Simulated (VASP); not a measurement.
Set up this calculation in VASP 6.6.1, as the native input.

```yaml
Task: single point
Functional: PBE
Potentials_or_basis: VASP PAW PBE potentials, release 64 (Li_sv, F)
Cutoff: 520 eV
k_mesh: 6 × 6 × 4
Occupations: gaussian, width 0.01 eV
Spin: no spin polarisation
Dipole_correction: no
Further_INCAR_settings: ALGO = Normal; EDIFF = 1e-07; NBANDS = 18
```

The structure of LiF lies in POSCAR:

```
LiF
1.0
    2.7757075659      0.0000000000      0.0000000000
   -1.3878537829      2.4038332655      0.0000000000
    0.0000000000      0.0000000000      4.7826938440
Li F
2 2
Direct
    0.0000000000      0.0000000000      0.0000000000
    0.0000000000      0.0000000000      0.5000000000
    0.3333333333      0.6666666667      0.2500000000
    0.6666666667      0.3333333333      0.7500000000
```

One way to write it, as run:

INCAR

```
SYSTEM = LiF
ALGO = Normal
EDIFF = 1E-7
ENCUT = 520
GGA = PE
ISIF = 2
ISMEAR = 0
LASPH = .True.
LCHARG = .False.
LREAL = .False.
LWAVE = .False.
NBANDS = 18
NELM = 60
PREC = Accurate
SIGMA = 0.01
```

KPOINTS

```
k-points
0
Gamma
  6 6 4
  0 0 0
```

Potentials or basis: VASP PAW PBE potentials, release 64 (Li_sv, F).

The run is started by

```bash
$ cat potpaw_PBE.64/Li_sv/POTCAR potpaw_PBE.64/F/POTCAR > POTCAR
$ mpirun -np 1 vasp_std > vasp.out
```

Results of the run:

| Property | Result |
| --- | --- |
| Band gap on the k mesh | 9.22 eV, direct |

Caveat: the k points lie up to 0.44 Å⁻¹ apart.

Run time: 15 s on 1 thread of AMD EPYC 7R13 Processor (Zen 3), on a shared host, peak memory 0.11 GiB.
